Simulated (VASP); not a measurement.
Wanted: the native input for a VASP 6.6.1 run.

| Property | Result |
| --- | --- |
| Task | single point |
| Functional | PBE-based screened hybrid with 5 % exact exchange |
| Potentials or basis | VASP PAW PBE potentials, release 64 (Si) |
| Cutoff | 520 eV |
| k mesh | 4 × 4 × 4 |
| Occupations | gaussian, width 0.01 eV |
| Spin | no spin polarisation |
| Dipole correction | no |
| Grid for exact exchange (PRECFOCK) | Normal |
| Share of exact exchange | 0.05 |
| Further INCAR settings | ALGO = Normal; EDIFF = 1e-06; NBANDS = 11 |
| Screening parameter | 0.5 1/Å |

Crystal: Si.

```
Si
1.0
     0.00000    2.72212    2.72212
     2.72212    0.00000    2.72212
     2.72212    2.72212    0.00000
Si
2
Direct
  0.00000 0.00000 0.00000
  0.25000 0.25000 0.25000
```

One way to write it, as run:

POSCAR

```
Si
1.0
    0.0000000000      2.7221188962      2.7221188962
    2.7221188962      0.0000000000      2.7221188962
    2.7221188962      2.7221188962      0.0000000000
Si
2
Direct
    0.0000000000      0.0000000000      0.0000000000
    0.2500000000      0.2500000000      0.2500000000
```

INCAR.step1

```
  PREC = Accurate
  ENCUT = 520
  EDIFF = 1E-5
  ISMEAR = 0
  SIGMA = 0.01
  LREAL = F
  LASPH = T
  NELM = 100
  ALGO = Normal
  ISIF = 2
  LWAVE = T
  GGA = PE
  NBANDS = 11
```

INCAR.step2

```
  PREC = Accurate
  ENCUT = 520
  EDIFF = 1E-6
  ISMEAR = 0
  SIGMA = 0.01
  LREAL = F
  LASPH = T
  NELM = 100
  ALGO = Normal
  ISIF = 2
  LWAVE = F
  LCHARG = T
  GGA = PE
  LHFCALC = T
  AEXX = 0.05
  HFSCREEN = 0.5
  PRECFOCK = Normal
  LELF = T
  LVHAR = T
  ISTART = 1
  NBANDS = 11
```

KPOINTS

```
regular mesh
0
Gamma
  4 4 4
```

Potentials or basis: VASP PAW PBE potentials, release 64 (Si).

Run with:

```console
$ cat potpaw_PBE.64/Si/POTCAR > POTCAR
$ cp INCAR.step1 INCAR
$ mpirun -np 1 vasp_std > vasp.out
$ cp INCAR.step2 INCAR
$ mpirun -np 1 vasp_std > vasp.out
```

Results of the run:

| Property | Result |
| --- | --- |
| Pressure | 1.6 GPa |
| Band gap on the k mesh | 0.76 eV (least direct gap 2.62 eV) |

Caveat: the k points lie up to 0.50 Å⁻¹ apart; the PAW data sets were made with another functional, which shifts forces and pressure a little.

Run time: 75 s on 1 thread of Intel(R) Xeon(R) Platinum 8259CL CPU @ 2.50GHz (Skylake/Cascade Lake), on a shared host, peak memory 0.25 GiB.
